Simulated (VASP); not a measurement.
Runs of VASP 6.6.1 on Li3B2H. The structure is that of space group P-3m1 (No. 164), or close to it. The cells are those of the table. 

```tsv
task	cell	k mesh	cutoff (eV)	gap on the mesh (eV)	pressure (GPa)	relaxed volume (Å³/atom)	largest force (eV/Å)
single point	a = 2.368, b = 2.368, c = 10.013 Å, angles 90.0, 90.0, 120.0°, 6 atoms	9 × 9 × 2	520	none	-	-	0.03
relaxation of cell and atoms	relaxed from a = 2.368, b = 2.368, c = 10.013 Å, angles 90.0, 90.0, 120.0°, 6 atoms	18 × 18 × 4	600	none	0.0	8.02	-
relaxation of cell and atoms	relaxed from a = 3.290, b = 3.290, c = 8.129 Å, angles 90.0, 90.0, 120.0°, 6 atoms	6 × 6 × 2	600	none	0.0	8.19	0.03
single point	a = 2.397, b = 2.397, c = 9.950 Å, angles 90.0, 90.0, 120.0°, 6 atoms	6 × 6 × 2	520	none	-	-	0.01
single point	a = 3.290, b = 3.290, c = 8.129 Å, angles 90.0, 90.0, 120.0°, 6 atoms	6 × 6 × 2	520	none	-	-	(b)
single point	a = 2.355, b = 2.355, c = 10.035 Å, angles 90.0, 90.0, 120.0°, 6 atoms	18 × 18 × 4	520	none	-	-	-
relaxation of cell and atoms	relaxed from a = 2.397, b = 2.397, c = 9.950 Å, angles 90.0, 90.0, 120.0°, 6 atoms	9 × 9 × 2	600	none	-0.4	(a)	0.04
```

Alike in all rows: level PBE; potentials or basis VASP PAW PBE potentials, release 64 (Li_sv, B, H); no spin polarisation; smearing gaussian 0.1 eV.

Fill in the values left out.

(a) 8.10; (b) 0.86.

Caveats: some runs use coarse meshes; the cutoff is under 1.25 times the usual one of these potentials, so pressure, stress and relaxed cells hold a basis-set (Pulay) error; the volume moved by over 15 % at a fixed basis, so the end points are rough (some runs).

A gap of «none» marks levels without a gap at the run's occupations.
